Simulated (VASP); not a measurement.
# K3Zn4F12 (a cell with a defect) in VASP: further runs

K3Zn4F12 (a cell with a defect) is run at these levels: PBEsol; tasks: single point.

All numbers are computed with VASP 6.6.1; they aren't measurements. Logs are shortened: lines on timing, memory, paths and dates and some standing lists are left out, and cuts for length are marked.

### 1 The cell of the first run

The cell holds a defect, 19 atoms: a = 7.019 Å, b = 7.019 Å, c = 7.019 Å, α = 109.47°, β = 109.47°, γ = 109.47°.

### 2 Single point, PBEsol

File INCAR:

```
SYSTEM = K3Zn4F12
PREC = Accurate ; ENCUT = 520
EDIFF = 1E-7 ; ISMEAR = 0
SIGMA = 0.05 ; LREAL = Auto
LASPH = .True. ; NELM = 100
ALGO = Normal ; ISIF = 2
LWAVE = .False. ; LCHARG = .False.
GGA = PS ; NBANDS = 94
NELECT = 160.0
```

File KPOINTS:

```
regular mesh
0
Gamma
  4 4 4
  0 0 0
```

File POSCAR:

```
K3Zn4F12
1.0
   -4.0521678200      4.0521678200      4.0521678200
    4.0521678200     -4.0521678200      4.0521678200
    4.0521678200      4.0521678200     -4.0521678200
K Zn F
3 4 12
Direct
   -0.0588571379      0.4411428844      0.5000000222
    0.0027569194      0.0027569194      0.0000000000
    0.5027569416      0.5027569416      0.0000000000
    0.4946347459      0.5034682892      0.5000000222
    0.0034683904     -0.0053651529      0.5000000222
    0.0034682670      0.5034682892      0.0088335433
    0.4946347459     -0.0053652763     -0.0088335433
    0.7615385485      0.7362987252      0.5000000222
    0.2362987029      0.2615385263      0.5000000222
    0.2362987029      0.7362987252     -0.0252398234
    0.7615385485      0.2615385263      0.0252398234
    0.4858636383      0.2478188329      0.2380448054
   -0.0050791332      0.7519217208      0.2429991905
    0.0097740276      0.2478188329      0.7619552391
    0.5089225303      0.7519217208      0.7570008539
    0.7478188551      0.5097740498      0.7619552391
    0.2519216985      0.0089225081      0.7570008539
    0.2519216985      0.4949208890      0.2429991905
    0.7478188551     -0.0141363839      0.2380448054
```

Potentials or basis: VASP PAW PBE potentials, release 64 (K_sv, Zn, F).

Command:

```bash
> cat potpaw_PBE.64/K_sv/POTCAR potpaw_PBE.64/Zn/POTCAR potpaw_PBE.64/F/POTCAR > POTCAR
> mpirun -np 1 vasp_std > vasp.out
```

OUTCAR:

```text
SYSTEM = K3Zn4F12
   PREC = Accurate
   ENCUT = 520
   EDIFF = 1E-7
   ISMEAR = 0
   LREAL = Auto
   LASPH = .True.
   NELM = 100
   ISIF = 2
   GGA = PS
   NELECT = 160.0

 ion  position               nearest neighbor table
   1  0.941  0.441  0.500-  12 2.64  16 2.64  14 2.64  19 2.64   8 2.76  10 2.76   9 2.76  11 2.76
                             5 3.31   4 3.31   6 3.31   7 3.31
   2  0.003  0.003  0.000-  14 2.77  12 2.77  17 2.82  18 2.82  16 2.83  19 2.83  15 2.83  13 2.83

   3  0.503  0.503  0.000-  16 2.77  19 2.77  13 2.82  15 2.82  12 2.83  14 2.83  18 2.83  17 2.83

   4  0.495  0.503  0.500-  18 1.99  15 1.99   9 2.03   8 2.03  12 2.06  16 2.06   1 3.31
   5  0.003  0.995  0.500-  13 1.99  17 1.99   8 2.03   9 2.03  19 2.06  14 2.06   1 3.31
   6  0.003  0.503  0.009-  18 1.99  13 1.99  11 2.03  10 2.03  16 2.06  14 2.06   1 3.31
   7  0.495  0.995  0.991-  15 1.99  17 1.99  10 2.03  11 2.03  12 2.06  19 2.06   1 3.31
   8  0.762  0.736  0.500-   5 2.03   4 2.03   1 2.76
   9  0.236  0.262  0.500-   4 2.03   5 2.03   1 2.76
  10  0.236  0.736  0.975-   7 2.03   6 2.03   1 2.76
  11  0.762  0.262  0.025-   6 2.03   7 2.03   1 2.76
  12  0.486  0.248  0.238-   4 2.06   7 2.06   1 2.64   2 2.77   3 2.83
  13  0.995  0.752  0.243-   5 1.99   6 1.99   3 2.82   2 2.83
  14  0.010  0.248  0.762-   6 2.06   5 2.06   1 2.64   2 2.77   3 2.83
  15  0.509  0.752  0.757-   7 1.99   4 1.99   3 2.82   2 2.83
  16  0.748  0.510  0.762-   6 2.06   4 2.06   1 2.64   3 2.77   2 2.83
  17  0.252  0.009  0.757-   7 1.99   5 1.99   2 2.82   3 2.83
  18  0.252  0.495  0.243-   4 1.99   6 1.99   2 2.82   3 2.83
  19  0.748  0.986  0.238-   5 2.06   7 2.06   1 2.64   3 2.77   2 2.83

  LATTYP: Found a body centered cubic cell.
 ALAT       =     8.1043356400

  Lattice vectors:

 A1 = (  -4.0521678200,   4.0521678200,   4.0521678200)
 A2 = (   4.0521678200,  -4.0521678200,   4.0521678200)
 A3 = (   4.0521678200,   4.0521678200,  -4.0521678200)

Analysis of symmetry for initial positions (statically):
=====================================================================
 Subroutine PRICEL returns:
 Original cell was already a primitive cell.

 Routine SETGRP: Setting up the symmetry group for a
 body centered cubic supercell.

 Subroutine GETGRP returns: Found  8 space group operations
 (whereof  4 operations were pure point group operations)
 out of a pool of 48 trial point group operations.

The static configuration has the point symmetry C_2v.
 The point group associated with its full space group is C_4v.

Analysis of symmetry for dynamics (positions and initial velocities):
=====================================================================
 Subroutine PRICEL returns:
 Original cell was already a primitive cell.

 Routine SETGRP: Setting up the symmetry group for a
 body centered cubic supercell.

 Subroutine GETGRP returns: Found  8 space group operations
 (whereof  4 operations were pure point group operations)
 out of a pool of 48 trial point group operations.

The dynamic configuration has the point symmetry C_2v.
 The point group associated with its full space group is C_4v.

 Subroutine INISYM returns: Found  8 space group operations
 (whereof  4 operations are pure point group operations),
 and found     1 'primitive' translations

----------------------------------------------------------------------------------------

                                     Primitive cell

  volume of cell :     266.1474

  direct lattice vectors                    reciprocal lattice vectors
    -4.052167820  4.052167820  4.052167820     0.000000000  0.123390743  0.123390743
     4.052167820 -4.052167820  4.052167820     0.123390743  0.000000000  0.123390743
     4.052167820  4.052167820 -4.052167820     0.123390743  0.123390743  0.000000000

  length of vectors
     7.018560545  7.018560545  7.018560545     0.174500863  0.174500863  0.174500863

  position of ions in fractional coordinates (direct lattice)
     0.941142862  0.441142884  0.500000022
     0.002756919  0.002756919  0.000000000
     0.502756942  0.502756942  0.000000000
     0.494634746  0.503468289  0.500000022
     0.003468390  0.994634847  0.500000022
     0.003468267  0.503468289  0.008833543
[... 11 lines left out ...]
     0.251921698  0.494920889  0.242999191
     0.747818855  0.985863616  0.238044805

  ion indices of the primitive-cell ions
   primitive index   ion index
                 1           1
                 2           2
                 3           3
                 4           4
                 5           5
                 6           6
[... 11 lines left out ...]
                18          18
                19          19

----------------------------------------------------------------------------------------

 KPOINTS: regular mesh

Automatic generation of k-mesh.
 Grid dimensions read from file:
 generate k-points for:    4    4    4

 Generating k-lattice:

  Cartesian coordinates                     Fractional coordinates (reciprocal lattice)
     0.000000000  0.030847686  0.030847686     0.250000000  0.000000000  0.000000000
     0.030847686  0.000000000  0.030847686     0.000000000  0.250000000  0.000000000
     0.030847686  0.030847686  0.000000000     0.000000000  0.000000000  0.250000000

  Length of vectors
     0.043625216  0.043625216  0.043625216

  Shift w.r.t. Gamma in fractional coordinates (k-lattice)
     0.000000000  0.000000000  0.000000000

 Subroutine IBZKPT returns following result:
 ===========================================

 Found     13 irreducible k-points:

 Following reciprocal coordinates:
            Coordinates               Weight
  0.000000  0.000000  0.000000      1.000000
  0.250000  0.000000  0.000000      8.000000
  0.000000  0.000000  0.250000      4.000000
  0.500000  0.000000  0.000000      4.000000
  0.000000  0.000000  0.500000      2.000000
  0.250000  0.250000  0.000000      8.000000
  0.000000  0.250000  0.250000     16.000000
  0.250000  0.250000  0.250000      2.000000
 -0.250000  0.250000  0.250000      4.000000
  0.250000  0.250000 -0.250000      2.000000
  0.500000  0.500000  0.250000      4.000000
  0.250000  0.500000  0.500000      8.000000
  0.500000  0.500000  0.500000      1.000000
   k-points           NKPTS =     13   k-points in BZ     NKDIM =     13   number of bands    NBANDS=     94
   number of dos      NEDOS =    301   number of ions     NIONS =     19
   total plane-waves  NPLWV = 157464
   dimension x,y,z NGX =    54 NGY =   54 NGZ =   54
   dimension x,y,z NGXF=   108 NGYF=  108 NGZF=  108
   ions per type =               3   4  12
   NGX,Y,Z   is equivalent  to a cutoff of  12.79, 12.79, 12.79 a.u.
   NGXF,Y,Z  is equivalent  to a cutoff of  25.58, 25.58, 25.58 a.u.
 SYSTEM =  K3Zn4F12
   PREC   = accura    normal or accurate (medium, high low for compatibility)
   ISTART =      0    job   : 0-new  1-cont  2-samecut
   ICHARG =      2    charge: 1-file 2-atom 10-const
   ISPIN  =      1    spin polarized calculation?
   LNONCOLLINEAR =      F non collinear calculations
   LSORBIT =      F    spin-orbit coupling
   LASPH  =      T    aspherical Exc in radial PAW
   ENCUT  =  520.0 eV  38.22 Ry    6.18 a.u.  13.05 13.05 13.05*2*pi/ulx,y,z
   NELM   =    100;   NELMIN=  2; NELMDL= -5     # of ELM steps
   EDIFF  = 0.1E-06   stopping-criterion for ELM
   LREAL  =      T    real-space projection
   EDIFFG = 0.1E-05   stopping-criterion for IOM
   NSW    =      0    number of steps for IOM
   IBRION =     -1    ionic relax: 0-MD 1-quasi-New 2-CG
   NFREE  =      0    steps in history (QN), initial steepest desc. (CG)
   ISIF   =      2    stress and relaxation
   ISYM   =      2    0-nonsym 1-usesym 2-fastsym
   POTIM  = 0.5000    time-step for ionic-motion
   TEBEG  =    0.0;   TEEND  =   0.0 temperature during run
   PSTRESS=    0.0 pullay stress
   NELECT =     160.0000    total number of electrons
   NUPDOWN=      -1.0000    fix difference up-down
   EMIN   =  10.00;   EMAX   =-10.00  energy-range for DOS
   EFERMI =   0.00;   METHOD = LEGACY
   ISMEAR =     0;   SIGMA  =   0.05  broadening in eV -4-tet -1-fermi 0-gaus
   EFERMI_NEDOS =   21; number of points for ismear=-14 and -15
   IALGO  =     38    algorithm
   IMIX   =      4    mixing-type and parameters
     AMIX     =   0.40;   BMIX     =  1.00
     AMIX_MAG =   1.60;   BMIX_MAG =  1.00
  volume/ion in A,a.u.               =      14.01        94.53
  Fermi-wavevector in a.u.,A,eV,Ry     =   1.381680  2.610996 25.974053  1.909039
  Thomas-Fermi vector in A             =   2.506442
   LORBIT       =      0    0 simple, 1 ext, 2 COOP (PROOUT), +10 PAW based schemes
   GGA     = PS    functional components
   LHFCALC =     F    Hartree Fock is set to
   AEXX    =    0.0000 exact exchange contribution
   IVDW    =     0    specifies the selected vdW correction
   LEPSILON=     F    determine dielectric tensor
   LRPA    =     F    only Hartree local field effects (RPA)
 non-spin polarized calculation
 Gauss-broadening in eV      SIGMA  =   0.05
  energy-cutoff  :      520.00
  volume of cell :      266.15
 maximum number of plane-waves:      7256
 NGX is ok and might be reduce to    54
   NGX = 27   NGY = 27   NGZ = 27

 number of electron     160.0000009 magnetization

 Free energy of the ion-electron system (eV)
  ---------------------------------------------------
  ext. energy  EPLUGINS =         0.00000000
  ---------------------------------------------------
  free energy    TOTEN  =       -80.24246322 eV

  energy without entropy =      -80.24246322  energy(sigma->0) =      -80.24246322

 E-fermi :  -1.2001     XC(G=0):  -9.6520

 val. band max:       -1.4703200730   @ k =   0.5000   0.5000   0.5000
 cond. band min:       2.1924992027   @ k =   0.0000   0.0000   0.0000
 fundamental gap:      3.6628192757
 Fermi energy:        -1.2001159795

 k-point     1 :       0.0000    0.0000    0.0000
  band No.  band energies     occupation
      1     -28.4501      2.00000
      2     -28.4173      2.00000
      3     -28.4069      2.00000
      4     -22.8993      2.00000
      5     -22.4954      2.00000
      6     -22.4954      2.00000
[... 84 lines left out ...]
     91       8.4799      0.00000
     92       8.5686      0.00000

 k-point     2 :       0.2500    0.0000    0.0000
  band No.  band energies     occupation
      1     -28.4463      2.00000
      2     -28.4179      2.00000
      3     -28.4099      2.00000
      4     -22.8603      2.00000
      5     -22.6093      2.00000
      6     -22.5589      2.00000
[... 1034 lines left out ...]
     91       8.6618      0.00000
     92       8.8320      0.00000

 k-point    13 :       0.5000    0.5000    0.5000
  band No.  band energies     occupation
      1     -28.4410      2.00000
      2     -28.4258      2.00000
      3     -28.4064      2.00000
      4     -22.7368      2.00000
      5     -22.7260      2.00000
      6     -22.7260      2.00000
[... 84 lines left out ...]
     91       8.5079      0.00000
     92       8.7671      0.00000
 [bands above 92 left out]

------------------------ aborting loop because EDIFF is reached ----------------------------------------

  FORCE on cell =-STRESS in cart. coord.  units (eV):
  Direction    XX          YY          ZZ          XY          YZ          ZX
  --------------------------------------------------------------------------------------
  -------------------------------------------------------------------------------------
  Total        5.5709888      5.5709888      4.7168838      0.0000000      0.0000000      0.0000000
  in kB       33.5367216     33.5367216     28.3951064      0.0000000      0.0000000      0.0000000
  external PRESSURE =      31.8228499 kB  Pullay stress =       0.0000000 kB

 VOLUME and BASIS-vectors are now :
 -----------------------------------------------------------------------------
  energy-cutoff  :      520.00
  volume of cell :      266.15
      direct lattice vectors                 reciprocal lattice vectors
    -4.052167820  4.052167820  4.052167820     0.000000000  0.123390743  0.123390743
     4.052167820 -4.052167820  4.052167820     0.123390743  0.000000000  0.123390743
     4.052167820  4.052167820 -4.052167820     0.123390743  0.123390743  0.000000000

 POSITION                                       TOTAL-FORCE (eV/Angst)
 -----------------------------------------------------------------------------------
      0.00000      4.05217      3.57517         0.000000      0.000000      0.521731
      0.00000      0.00000      0.02234        -0.000000      0.000000     -0.049389
      0.00000      0.00000      4.07451         0.000000     -0.000000     -0.049389
      2.06188      1.99029      2.01840        -0.079833      0.079833     -0.038065
      6.04246     -1.99029      2.01840         0.079833     -0.079833     -0.038065
      2.06188     -1.99029      2.01840        -0.079833     -0.079833     -0.038065
[... 11 lines left out ...]
      1.96935      0.00000      2.04166        -0.016316     -0.000000     -0.023069
      1.92919      0.00000      6.06057         0.086182      0.000000     -0.021011
 -----------------------------------------------------------------------------------
    total drift:                               -0.001537     -0.001518      0.012002

  FREE ENERGIE OF THE ION-ELECTRON SYSTEM (eV)
  ---------------------------------------------------
  free  energy   TOTEN  =       -80.2424632175 eV

  energy  without entropy=      -80.2424632175  energy(sigma->0) =      -80.24246322
```

Run time: 17 min. Hardware: 1 thread of Intel Xeon Platinum 8259CL at 2.50GHz (Skylake/Cascade Lake), shared host; peak memory 0.5 GiB.

Results:

| Quantity | Value |
| --- | --- |
| Free energy | -80.2425 eV |
| Largest force | 0.522 eV/Å |

Forces on the atoms (eV/Å):
```
K    0.000  0.000  0.522
K    0.000  0.000 -0.049
K    0.000  0.000 -0.049
Zn  -0.080  0.080 -0.038
Zn   0.080 -0.080 -0.038
Zn  -0.080 -0.080 -0.038
Zn   0.080  0.080 -0.038
F   -0.035  0.035 -0.024
F    0.035 -0.035 -0.024
F   -0.035 -0.035 -0.024
F    0.035  0.035 -0.024
F    0.000  0.086 -0.021
F    0.000 -0.016 -0.023
F    0.000 -0.086 -0.021
F    0.000  0.016 -0.023
F   -0.086  0.000 -0.021
F    0.016  0.000 -0.023
F   -0.016  0.000 -0.023
F    0.086  0.000 -0.021
```

Caveat: the cell carries a net charge on a neutralising background, which shifts energy and pressure; the cell is charged against a uniform background, so pressure and absolute levels hang on convention; the PAW data sets were made with another functional, which shifts forces and pressure a little.

### 3 Single point, PBEsol

File INCAR:

```
ALGO = Normal
EDIFF = 1E-6
ENCUT = 520
GGA = PS
ISIF = 2
ISMEAR = 0
LASPH = T
LCHARG = F
LREAL = Auto
LWAVE = F
NBANDS = 94
NELECT = 160.0
NELM = 60
PREC = Accurate
SIGMA = 0.05
```

File KPOINTS:

```
k-points
0
Gamma
  4 4 4
```

File POSCAR:

```
K3Zn4F12
1.0
   -4.0521678200      4.0521678200      4.0521678200
    4.0521678200     -4.0521678200      4.0521678200
    4.0521678200      4.0521678200     -4.0521678200
K Zn F
3 4 12
Direct
   -0.3158297131      0.1841703091      0.5000000222
   -0.0011949160     -0.0011949160      0.0000000000
    0.4988051063      0.4988051063      0.0000000000
    0.4891924738      0.5115765418      0.5000000222
    0.0115766429     -0.0108074250      0.5000000222
    0.0115765196      0.5115765418      0.0223840680
    0.4891924738     -0.0108075484     -0.0223840680
    0.7458369530      0.7553222463      0.5000000222
    0.2553223474      0.2458370542      0.5000000222
    0.2553222240      0.7553222463      0.0094852932
    0.7458369530      0.2458369308     -0.0094852932
    0.4698202504      0.2528977193      0.2169225311
   -0.0045972923      0.7475680018      0.2478347503
    0.0359751882      0.2528977193      0.7830775133
    0.4997332514      0.7475680018      0.7521652941
    0.7528977415      0.5359752104      0.7830775133
    0.2475681029     -0.0002666474      0.7521652941
    0.2475679796      0.4954027299      0.2478347503
    0.7528977415     -0.0301797718      0.2169225311
```

Potentials or basis: VASP PAW PBE potentials, release 64 (K_sv, Zn, F).

Command:

```bash
> cat potpaw_PBE.64/K_sv/POTCAR potpaw_PBE.64/Zn/POTCAR potpaw_PBE.64/F/POTCAR > POTCAR
> mpirun -np 1 vasp_std > vasp.out
```

It took 12 min on 1 thread of Intel Xeon Platinum 8488C (Sapphire Rapids), shared host; peak memory 0.51 GiB.

It converged, with:

```
Free energy   : -78.9885 eV
Largest force : 1.186 eV/Å
```

Forces on the atoms (eV/Å):
```
K    0.000  0.000 -1.186
K    0.000  0.000  0.041
K    0.000  0.000  0.041
Zn  -0.081  0.081  0.071
Zn   0.081 -0.081  0.071
Zn  -0.081 -0.081  0.071
Zn   0.081  0.081  0.071
F    0.088 -0.088  0.074
F   -0.088  0.088  0.074
F    0.088  0.088  0.074
F   -0.088 -0.088  0.074
F    0.000  0.008  0.123
F    0.000 -0.010  0.008
F    0.000 -0.008  0.123
F    0.000  0.010  0.008
F   -0.008  0.000  0.123
F    0.010  0.000  0.008
F   -0.010  0.000  0.008
F    0.008  0.000  0.123
```

Levels at points of the mesh, in eV from the Fermi level:
| k point | band 76 | band 77 | band 78 | band 79 | band 80 | band 81 | band 82 | band 83 | band 84 | band 85 |
| --- | --- | --- | --- | --- | --- | --- | --- | --- | --- | --- |
| (0.00, 0.00, 0.00) | -1.61 | -1.57 | -0.28 | -0.27 | -0.27 | 3.36 | 7.18 | 7.76 | 7.81 | 7.81 |
| (0.50, 0.00, 0.00) | -1.35 | -1.25 | -1.12 | -0.83 | -0.72 | 5.23 | 5.37 | 6.92 | 7.06 | 7.99 |
| (0.00, 0.00, 0.50) | -1.29 | -1.21 | -1.17 | -0.77 | -0.70 | 5.24 | 5.26 | 7.10 | 7.27 | 7.90 |
| (0.50, 0.50, 0.50) | -1.63 | -1.57 | -1.57 | -0.28 | -0.27 | 6.00 | 6.00 | 6.12 | 7.18 | 7.73 |

Caveat: the cell carries a net charge on a neutralising background, which shifts energy and pressure; the cell is charged against a uniform background, so pressure and absolute levels hang on convention; the PAW data sets were made with another functional, which shifts forces and pressure a little.
